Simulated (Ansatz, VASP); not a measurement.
One calculation of GaMo, two programs

```
Ga Mo
1.0
     2.20798    1.27478    1.80366
    -2.20798    1.27478    1.80366
     0.00000   -2.54956    1.80366
Ga Mo
1 1
Direct
  0.00000 0.00000 0.00000
  0.50000 0.50000 0.50000
```

Alike in both runs: functional PBE; k mesh 6 × 6 × 6; occupations gaussian, width 0.2 eV; no spin polarisation.

Ansatz relaxed the structure, and its values are those at the end. VASP's run is a single point on that final structure, the one shown.

|  | VASP | Ansatz |
| --- | --- | --- |
| version | VASP 6.6.1 | Ansatz 0.2.0 |
| potentials or method | VASP PAW PBE potentials, release 64 (Ga_d, Mo_sv), cutoff 520 eV | scalar-relativistic, plane waves, PAW |
| valence electrons in the cell | 27 | 27 |

|  | VASP | Ansatz | Ansatz less VASP |
| --- | --- | --- | --- |
| gap on the k mesh at the Fermi level (eV) | none | none | - |
| pressure (GPa) | 0.2 | -0.3 | -0.51 |

A gap of «none» marks a metal or a gap that the smearing closes.
